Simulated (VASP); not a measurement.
# Cr (P6_3/mmc) in VASP: a series of runs, part 2 of 2

VASP 6.6.1. The steps go on from the part before.

## 5. Single point, LDA, collinear spin, ferromagnetic start (volume scaled by 1.1)

Input file INCAR:

```
ALGO     = Normal         # electronic algorithm
EDIFF    = 1E-6           # SCF threshold, eV
ENCUT    = 520            # plane-wave cutoff, eV
ISIF     = 2              # what is computed and relaxed
ISMEAR   = -1             # smearing method
ISPIN    = 2              # spin polarisation
LASPH    = T              # aspherical terms in the spheres
LCHARG   = T              # write CHGCAR
LELF     = T              # ELF
LMAXMIX  = 4              # l up to which the mixer works
LORBIT   = 11             # projections on sites
LREAL    = F              # projectors in reciprocal space
LVHAR    = T            
LWAVE    = F              # write WAVECAR
MAGMOM   = 3 3            # initial moments
NBANDS   = 23             # bands
NELM     = 150            # most SCF steps
PREC     = Accurate       # precision mode
SIGMA    = 0.03           # smearing width, eV
```

Input file KPOINTS:

```
k-points
0
Gamma
  12 12 7
```

Input file POSCAR:

```
Cr
1.0
    2.8016082334      0.0000000000      0.0000000000
   -1.4008041167      2.4262639016      0.0000000000
    0.0000000000      0.0000000000      4.5523553092
Cr
2
Direct
    0.3333333333      0.6666666667      0.2500000000
    0.6666666667      0.3333333333      0.7500000000
```

Potentials or basis: VASP PAW LDA potentials, release 64 (Cr_pv).

The run is started by

```sh
cat potpaw_LDA.64/Cr_pv/POTCAR > POTCAR
mpirun -np 1 vasp_std > vasp.out
```

OUTCAR:

```text
EDIFF = 1E-6
   ENCUT = 520
   ISIF = 2
   ISMEAR = -1
   ISPIN = 2
   LASPH = T
   LORBIT = 11
   LREAL = F
   NELM = 150
   PREC = Accurate

 ion  position               nearest neighbor table
   1  0.333  0.667  0.250-   2 2.79   2 2.79   2 2.79   2 2.79   2 2.79   2 2.79
   2  0.667  0.333  0.750-   1 2.79   1 2.79   1 2.79   1 2.79   1 2.79   1 2.79

  LATTYP: Found a hexagonal cell.
 ALAT       =     2.8016082334
 C/A-ratio  =     1.6249078850

  Lattice vectors:

 A1 = (   2.8016082334,   0.0000000000,   0.0000000000)
 A2 = (  -1.4008041167,   2.4262639016,   0.0000000000)
 A3 = (   0.0000000000,   0.0000000000,   4.5523553092)

Analysis of symmetry for initial positions (statically):
=====================================================================
 Subroutine PRICEL returns:
 Original cell was already a primitive cell.

 Routine SETGRP: Setting up the symmetry group for a
 hexagonal supercell.

 Subroutine GETGRP returns: Found 24 space group operations
 (whereof 12 operations were pure point group operations)
 out of a pool of 24 trial point group operations.

The static configuration has the point symmetry D_3d.
 The point group associated with its full space group is D_6h.

Analysis of symmetry for dynamics (positions and initial velocities):
=====================================================================
 Subroutine PRICEL returns:
 Original cell was already a primitive cell.

 Routine SETGRP: Setting up the symmetry group for a
 hexagonal supercell.

 Subroutine GETGRP returns: Found 24 space group operations
 (whereof 12 operations were pure point group operations)
 out of a pool of 24 trial point group operations.

The dynamic configuration has the point symmetry D_3d.
 The point group associated with its full space group is D_6h.

Analysis of structural, dynamic, and magnetic symmetry:
=====================================================================
 Subroutine PRICEL returns:
 Original cell was already a primitive cell.

 Routine SETGRP: Setting up the symmetry group for a
 hexagonal supercell.

 Subroutine GETGRP returns: Found 24 space group operations
 (whereof 12 operations were pure point group operations)
 out of a pool of 24 trial point group operations.

The overall configuration has the point symmetry D_3d.
 The point group associated with its full space group is D_6h.

 Subroutine INISYM returns: Found 24 space group operations
 (whereof 12 operations are pure point group operations),
 and found     1 'primitive' translations

----------------------------------------------------------------------------------------

                                     Primitive cell

  volume of cell :      30.9444

  direct lattice vectors                    reciprocal lattice vectors
     2.801608233  0.000000000  0.000000000     0.356937843  0.206078160  0.000000000
    -1.400804117  2.426263902  0.000000000     0.000000000  0.412156320  0.000000000
     0.000000000  0.000000000  4.552355309     0.000000000  0.000000000  0.219666509

  length of vectors
     2.801608233  2.801608233  4.552355309     0.412156320  0.412156320  0.219666509

  position of ions in fractional coordinates (direct lattice)
[... 63 lines left out ...]
   total plane-waves  NPLWV =  20736
   dimension x,y,z NGX =    24 NGY =   24 NGZ =   36
   dimension x,y,z NGXF=    48 NGYF=   48 NGZF=   72
   ions per type =               2
   NGX,Y,Z   is equivalent  to a cutoff of  14.24, 14.24, 13.15 a.u.
   NGXF,Y,Z  is equivalent  to a cutoff of  28.48, 28.48, 26.29 a.u.
 SYSTEM =  unknown system
   PREC   = accura    normal or accurate (medium, high low for compatibility)
   ISTART =      0    job   : 0-new  1-cont  2-samecut
   ICHARG =      2    charge: 1-file 2-atom 10-const
   ISPIN  =      2    spin polarized calculation?
   LNONCOLLINEAR =      F non collinear calculations
   LSORBIT =      F    spin-orbit coupling
   LASPH  =      T    aspherical Exc in radial PAW
   ENCUT  =  520.0 eV  38.22 Ry    6.18 a.u.   5.21  5.21  8.46*2*pi/ulx,y,z
   NELM   =    150;   NELMIN=  2; NELMDL= -5     # of ELM steps
   EDIFF  = 0.1E-05   stopping-criterion for ELM
   LREAL  =      F    real-space projection
[... 7 lines left out ...]
   TEBEG  =    0.0;   TEEND  =   0.0 temperature during run
   PSTRESS=    0.0 pullay stress
   NELECT =      24.0000    total number of electrons
   NUPDOWN=      -1.0000    fix difference up-down
   EMIN   =  10.00;   EMAX   =-10.00  energy-range for DOS
   EFERMI =   0.00;   METHOD = LEGACY
   ISMEAR =    -1;   SIGMA  =   0.03  broadening in eV -4-tet -1-fermi 0-gaus
   EFERMI_NEDOS =   21; number of points for ismear=-14 and -15
   IALGO  =     38    algorithm
   IMIX   =      4    mixing-type and parameters
     AMIX     =   0.40;   BMIX     =  1.00
     AMIX_MAG =   1.60;   BMIX_MAG =  1.00
  volume/ion in A,a.u.               =      15.47       104.41
  Fermi-wavevector in a.u.,A,eV,Ry     =   1.504128  2.842389 30.781823  2.262400
  Thomas-Fermi vector in A             =   2.615148
   LORBIT       =     11    0 simple, 1 ext, 2 COOP (PROOUT), +10 PAW based schemes
   GGA     = CA    functional components
   LHFCALC =     F    Hartree Fock is set to
   AEXX    =    0.0000 exact exchange contribution
   IVDW    =     0    specifies the selected vdW correction
   LEPSILON=     F    determine dielectric tensor
   LRPA    =     F    only Hartree local field effects (RPA)
 spin polarized calculation
  energy-cutoff  :      520.00
  volume of cell :       30.94
 maximum number of plane-waves:       848
 NGX is ok and might be reduce to    24
   NGX = 11   NGY = 11   NGZ = 17

 number of electron      23.9999987 magnetization       1.9869666

 Free energy of the ion-electron system (eV)
  ---------------------------------------------------
  ext. energy  EPLUGINS =         0.00000000
  ---------------------------------------------------
  free energy    TOTEN  =       -18.73333585 eV

  energy without entropy =      -18.71922572  energy(sigma->0) =      -18.72628078

 E-fermi :   7.0104     XC(G=0): -12.3468

 val. band max:        7.0075474255   @ k =   0.2500   0.0000   0.4286
 cond. band min:       7.0112370995   @ k =   0.4167   0.1667   0.2857
 fundamental gap:      0.0036896740
 Fermi energy:         7.0104338436

 spin component 1

 k-point     1 :       0.0000    0.0000    0.0000
  band No.  band energies     occupation
      1     -36.0469      1.00000
      2     -35.8002      1.00000
      3     -35.8002      1.00000
      4     -35.7499      1.00000
      5     -35.7499      1.00000
      6     -35.6863      1.00000
[... 613 lines left out ...]
     22      15.9980      0.00000
     23      20.3077      0.00000

 [... further k-points ...]

 spin component 2

 k-point     1 :       0.0000    0.0000    0.0000
  band No.  band energies     occupation
      1     -35.2471      1.00000
      2     -34.9343      1.00000
      3     -34.9343      1.00000
      4     -34.8828      1.00000
      5     -34.8828      1.00000
      6     -34.8766      1.00000
[... 613 lines left out ...]
     22      16.4868      0.00000
     23      20.7528      0.00000

 [... further k-points ...]

------------------------ aborting loop because EDIFF is reached ----------------------------------------

  FORCE on cell =-STRESS in cart. coord.  units (eV):
  Direction    XX          YY          ZZ          XY          YZ          ZX
  --------------------------------------------------------------------------------------
  -------------------------------------------------------------------------------------
  Total       -8.3301404     -8.3301404     -7.8885018      0.0000000      0.0000000     -0.0000000
  in kB     -431.3018373   -431.3018373   -408.4355342      0.0000000      0.0000000     -0.0000000
  external PRESSURE =    -423.6797363 kB  Pullay stress =       0.0000000 kB

 VOLUME and BASIS-vectors are now :
 -----------------------------------------------------------------------------
  energy-cutoff  :      520.00
  volume of cell :       30.94
      direct lattice vectors                 reciprocal lattice vectors
     2.801608233  0.000000000  0.000000000     0.356937843  0.206078160  0.000000000
    -1.400804117  2.426263902  0.000000000     0.000000000  0.412156320  0.000000000
     0.000000000  0.000000000  4.552355309     0.000000000  0.000000000  0.219666509

 POSITION                                       TOTAL-FORCE (eV/Angst)
 -----------------------------------------------------------------------------------
     -0.00000      1.61751      1.13809        -0.000000      0.000000      0.000000
      1.40080      0.80875      3.41427         0.000000      0.000000      0.000000
 -----------------------------------------------------------------------------------
    total drift:                               -0.000000      0.000000     -0.000000

  FREE ENERGIE OF THE ION-ELECTRON SYSTEM (eV)
  ---------------------------------------------------
  free  energy   TOTEN  =       -18.7333358491 eV

  energy  without entropy=      -18.7192257182  energy(sigma->0) =      -18.72628078

 total charge

# of ion       s       p       d       tot
------------------------------------------
    1        0.353   6.233   4.018  10.604
    2        0.353   6.233   4.018  10.604
--------------------------------------------------
tot          0.705  12.466   8.037  21.208

 magnetization (x)

# of ion       s       p       d       tot
------------------------------------------
    1        0.003   0.021   0.888   0.912
    2        0.003   0.021   0.888   0.912
--------------------------------------------------
tot          0.006   0.042   1.776   1.824
```

Run time: 53 s. Hardware: 1 thread of Intel Xeon Platinum 8488C (Sapphire Rapids), shared host; peak memory 0.2 GiB.

Results:

```yaml
Free_energy: -18.7333 eV
Pressure: -42.4 GPa
Band_gap_on_the_k_mesh: zero (filled and empty bands overlap)
Net_moment: 1.99 μB per cell
Site_moments: Cr +0.91 μB
Valence_electrons_inside_the_program's_atomic_spheres: Cr 10.60
```

Stress tensor (GPa, compression positive):
```
-43.13   0.00   0.00
  0.00 -43.13   0.00
  0.00   0.00 -40.84
```

## 6. Single point, LDA, collinear spin, ferromagnetic start (volume scaled by 1.18)

Input file INCAR:

```
SYSTEM = Cr
PREC = Accurate ; ENCUT = 520
EDIFF = 1E-7 ; ISMEAR = -1
SIGMA = 0.03 ; LREAL = .False.
LASPH = .True. ; NELM = 150
ALGO = Normal ; ISIF = 2
LWAVE = .False. ; LCHARG = .True.
ISPIN = 2 ; MAGMOM = 3 3
LORBIT = 11 ; LMAXMIX = 4
GGA = CA ; LELF = .True.
LVHAR = .True. ; NBANDS = 23
```

Input file KPOINTS:

```
regular mesh
0
Gamma
  12 12 7
  0 0 0
```

Input file POSCAR:

```
Cr
1.0
    2.8679429795      0.0000000000      0.0000000000
   -1.4339714897      2.4837114769      0.0000000000
    0.0000000000      0.0000000000      4.6601431612
Cr
2
Direct
    0.3333333333      0.6666666667      0.2500000000
    0.6666666667      0.3333333333      0.7500000000
```

Potentials or basis: VASP PAW LDA potentials, release 64 (Cr_pv).

The run is started by

```sh
cat potpaw_LDA.64/Cr_pv/POTCAR > POTCAR
mpirun -np 1 vasp_std > vasp.out
```

It took 72 s on 1 thread of Intel Xeon Platinum 8488C (Sapphire Rapids), shared host; peak memory 0.2 GiB.

It converged, with:

| Item | Value |
| --- | --- |
| Free energy | -18.1383 eV |
| Pressure | -42.2 GPa |
| Net moment | 2.78 μB per cell |
| Site moments | Cr +1.28 μB |
| Valence electrons inside the program's atomic spheres | Cr 10.53 |

Stress tensor (GPa, compression positive):
```
-41.90   0.00   0.00
  0.00 -41.90   0.00
  0.00   0.00 -42.71
```

Levels at points of the mesh, in eV from the Fermi level:
Spin up:
```tsv
k point	band 11	band 12	band 13	band 14	band 15	band 16
(0.00, 0.00, 0.00)	-0.76	-0.49	-0.49	-0.17	-0.17	0.23
(0.50, 0.00, 0.00)	-0.91	-0.82	-0.45	0.95	1.01	1.09
```
Spin down:
```tsv
k point	band 8	band 9	band 10	band 11	band 12	band 13
(0.00, 0.00, 0.00)	-2.50	0.19	0.26	0.26	0.56	0.56
(0.50, 0.00, 0.00)	-1.90	-1.62	-0.58	0.16	0.17	0.49
```

## 7. The runs side by side

```tsv
cell	gap on the mesh (eV)	pressure (GPa)	moment (μB)
a = 2.668, b = 2.668, c = 4.335 Å, angles 90.0, 90.0, 120.0°, 2 atoms	none	-33.9	0.60
a = 2.758, b = 2.758, c = 4.482 Å, angles 90.0, 90.0, 120.0°, 2 atoms	none	-41.5	1.29
a = 2.802, b = 2.802, c = 4.552 Å, angles 90.0, 90.0, 120.0°, 2 atoms	none	-42.4	1.99
a = 2.868, b = 2.868, c = 4.660 Å, angles 90.0, 90.0, 120.0°, 2 atoms	none	-42.2	2.78
```

Alike in all rows: task single point; level LDA; potentials or basis VASP PAW LDA potentials, release 64 (Cr_pv); spin collinear, ferromagnetic start; k mesh 12 × 12 × 7; cutoff (eV) 520; smearing fermi-dirac 0.03 eV.

Total energies depend on the potentials used, so only differences within one code and one set of settings carry meaning.
